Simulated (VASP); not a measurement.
Here is a VASP 6.6.1 calculation.

File POSCAR:

```
TiO2
1.0
   -1.8389562155      1.8389562155      5.1476056795
    1.8389562155     -1.8389562155      5.1476056795
    1.8389562155      1.8389562155     -5.1476056795
Ti O
2 4
Direct
    0.0000000000      0.0000000000      0.0000000000
    0.7500000000      0.2500000000      0.5000000000
    0.2061136456      0.2061136456      0.0000000000
    0.9561136456      0.4561136456      0.5000000000
    0.5438863544      0.0438863544      0.5000000000
    0.7938863544      0.7938863544      0.0000000000
```

INCAR.step1

```
PREC = Accurate ; ENCUT = 520
ISMEAR = 0 ; SIGMA = 0.05
LREAL = False ; LASPH = True
NELM = 150 ; LMAXMIX = 4
LDAU = True ; LDAUTYPE = 2
LDAUL = 2 -1 ; LDAUU = 4 0
LDAUJ = 0 0 ; NBANDS = 33
GGA = PE ; ALGO = Normal
EDIFF = 1E-4 ; LWAVE = True
LCHARG = False
```

INCAR.step2

```
PREC = Accurate ; ENCUT = 520
EDIFF = 1E-7 ; ISMEAR = 0
SIGMA = 0.05 ; LREAL = False
LASPH = True ; NELM = 150
ALGO = Normal ; ISIF = 2
LWAVE = False ; LCHARG = False
LMAXMIX = 4 ; LDAU = True
LDAUTYPE = 2 ; LDAUL = 2 -1
LDAUU = 4 0 ; LDAUJ = 0 0
LDAUPRINT = 1 ; METAGGA = R2SCAN
LMIXTAU = True ; NBANDS = 33
ISTART = 1
```

Contents of KPOINTS:

```
Automatic mesh
0
Gamma
  10 10 10
```

Potentials or basis: VASP PAW PBE potentials, release 64 (Ti_sv, O).

Launch:

```sh
$ cat potpaw_PBE.64/Ti_sv/POTCAR potpaw_PBE.64/O/POTCAR > POTCAR
$ cp INCAR.step1 INCAR
$ mpirun -np 1 vasp_std > vasp.out
$ cp INCAR.step2 INCAR
$ mpirun -np 1 vasp_std > vasp.out
```

Question: Predict the pressure.

Answer: 7.3 GPa.

Question: Estimate the band gap on the k mesh.

Answer: 3.28 eV (least direct gap 3.72 eV).

Question: Estimate the largest force.

Answer: 0.896 eV/Å.

Forces on the atoms (eV/Å):
```
Ti   0.000  0.000  0.000
Ti   0.000  0.000  0.000
O    0.000  0.000 -0.896
O    0.000  0.000 -0.896
O    0.000  0.000  0.896
O    0.000  0.000  0.896
```

Caveat: the stress differs along the axes, from -9 to 15 GPa; the PAW data sets were made with another functional, which shifts forces and pressure a little. A k mesh can miss the band edges.
